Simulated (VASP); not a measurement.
Wanted: the native input for a VASP 6.6.1 run.

```yaml
Task: relaxation of cell and atoms
Functional: PBEsol
Potentials_or_basis: VASP PAW PBE potentials, release 64 (Al, N)
Cutoff: 600 eV
k_mesh: 10 × 10 × 10
Occupations: gaussian, width 0.02 eV
Spin: no spin polarisation
Dipole_correction: no
Further_INCAR_settings: ALGO = Normal; EDIFF = 1e-06; IBRION = 2; EDIFFG = -0.005; NSW = 100; ISIF = 3
```

The structure of AlN lies in POSCAR:

```
AlN
1.0
    0.0000000000      2.0345180000      2.0345180000
    2.0345180000      0.0000000000      2.0345180000
    2.0345180000      2.0345180000      0.0000000000
Al N
1 1
Direct
    0.0000000000      0.0000000000      0.0000000000
    0.5000000000      0.5000000000      0.5000000000
```

The input as run:

INCAR

```
SYSTEM = AlN
  PREC = Accurate
  ENCUT = 600
  EDIFF = 1E-6
  ISMEAR = 0
  SIGMA = 0.02
  LREAL = .False.
  LASPH = .True.
  NELM = 60
  ALGO = Normal
  ISIF = 3
  LWAVE = .False.
  LCHARG = .False.
  GGA = PS
  IBRION = 2
  NSW = 100
  EDIFFG = -0.005
```

KPOINTS

```
Automatic mesh
0
Gamma
  10 10 10
  0 0 0
```

Potentials or basis: VASP PAW PBE potentials, release 64 (Al, N).

Command:

```bash
$ cat potpaw_PBE.64/Al/POTCAR potpaw_PBE.64/N/POTCAR > POTCAR
$ mpirun -np 1 vasp_std > vasp.out
```

Results of the run:

```json
{
  "Relaxed volume": "8.27 Å³/atom",
  "Relaxed cell": "a = 2.859 Å, b = 2.859 Å, c = 2.859 Å, α = 60.00°, β = 60.00°, γ = 60.00°",
  "Space group after relaxing (to 0.05 Å)": "Fm-3m (No. 225)",
  "Energy gained by relaxing": "2.3 meV/atom",
  "Ionic steps": "3",
  "Pressure after relaxing": "0.0 GPa",
  "Band gap on the k mesh": "4.55 eV, indirect (least direct gap 5.66 eV)"
}
```

Caveat: the PAW data sets were made with another functional, which shifts forces and pressure a little.

Run time: 15 s on 1 thread of AMD EPYC 9R45 (Zen 5), with other jobs on the host, peak memory 0.1 GiB.
